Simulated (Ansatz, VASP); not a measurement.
Li in VASP and in Ansatz

```
Li
1.0
     0.00000    2.23098    2.23098
     2.23098    0.00000    2.23098
     2.23098    2.23098    0.00000
Li
1
Direct
  0.00000 0.00000 0.00000
```

Change from the starting cell: volume scaled by 1.04.

Alike in both runs: task single point; functional PBEsol; k mesh 13 × 13 × 13; occupations fermi-dirac, width 0.08 eV; no spin polarisation.

|  | VASP | Ansatz |
| --- | --- | --- |
| version | VASP 6.6.1 | Ansatz 0.2.0 |
| potentials or method | VASP PAW PBE potentials, release 64 (Li_sv), cutoff 750 eV | all-electron LAPW, scalar-relativistic |

VASP gave:

```
pressure (GPa) : -1.2
```

Q: Which values does Ansatz return?

A: Pressure (GPa): -1.1.

VASP's potentials were made for PBE, not for PBEsol. Ansatz ran all-electron here, and VASP with PAW potentials.
